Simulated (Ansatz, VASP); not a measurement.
## One calculation of Mn, two programs

File INCAR:

```
SYSTEM = Mn
PREC     = Accurate       ! precision mode
ENCUT    = 520            ! plane-wave cutoff, eV
EDIFF    = 1E-6           ! SCF threshold, eV
ISMEAR   = -1             ! smearing method
SIGMA    = 0.05           ! smearing width, eV
LREAL    = .FALSE.        ! projectors in reciprocal space
LASPH    = .TRUE.         ! aspherical terms in the spheres
NELM     = 150            ! most SCF steps
ALGO     = Normal         ! electronic algorithm
ISIF     = 2              ! what is computed and relaxed
LWAVE    = .FALSE.        ! write WAVECAR
LCHARG   = .FALSE.        ! write CHGCAR
ISPIN    = 2              ! spin polarisation
MAGMOM   = 2 2            ! initial moments
LORBIT   = 11             ! projections on sites
NUPDOWN  = 4.0            ! fixed moment
LMAXMIX  = 4              ! l up to which the mixer works
GGA      = PE             ! functional
NBANDS   = 24             ! bands
```

The input KPOINTS:

```
regular mesh
0
G
  10 10 6
  0 0 0
```

POSCAR

```
Mn
1.0
    2.4836457705      0.0000000000      0.0000000000
   -1.2418228853      2.1509003313      0.0000000000
    0.0000000000      0.0000000000      4.0261950000
Mn
2
Direct
    0.3333333333      0.6666666667      0.2500000000
    0.6666666667      0.3333333333      0.7500000000
```

The input input.yaml:

```yaml
crystal:
  lattice:
    - [2.4836457705, 0.0, 0.0]
    - [-1.2418228853, 2.1509003313, 0.0]
    - [0.0, 0.0, 4.026195]
  atoms:
    - { symbol: Mn, position: [0.3333333333, 0.6666666667, 0.25], spin: 2.0 }
    - { symbol: Mn, position: [0.6666666667, 0.3333333333, 0.75], spin: 2.0 }
hamiltonian:
  xc: pbe
  pseudopotentials: { kind: paw }
magnetization:
  spin_polarized: true
  initial_magnetization: 4.0
  spin_locking: { lock_magnetization: hard }
kpoints:
  mp_grid: { grid: [10, 10, 6] }
scf:
  occupations: { method: fermi_dirac, width: 0.05 }
  lower_state_search: "off"
output:
  forces: true
  stress: true
  eigenvalues: true
```

Alike in both runs: task single point; functional PBE; k mesh 10 × 10 × 6; occupations fermi-dirac, width 0.05 eV; collinear spin; fixed moment 4 μB.

|  | VASP | Ansatz |
| --- | --- | --- |
| version | VASP 6.6.1 | Ansatz 0.2.0 |
| potentials or method | VASP PAW PBE potentials, release 64 (Mn_pv) | Ansatz PAW |
| plane-wave cutoff (eV) | 520 | 420 |
| valence electrons in the cell | 26 | 30 |

Ansatz gave:

| Quantity | Value |
| --- | --- |
| pressure (GPa) | 26.8 |
| traceless stress, the component that is largest in VASP (GPa) | 5.02 |
| net moment per atom (μB) | 2.00 |
| size of the moment on the site where the two differ most (μB) | 1.90 |

Task: Estimate VASP's values.

Result: Pressure (GPa): 26.6; traceless stress, the component that is largest in VASP (GPa): 4.93; net moment per atom (μB): 2.00; size of the moment on the site where the two differ most (μB): 1.94.

Site moments also hang on the region over which each program counts them. VASP's potentials hold 26 valence electrons a cell and Ansatz's 30, so a difference there can come from the potentials and not from the codes.
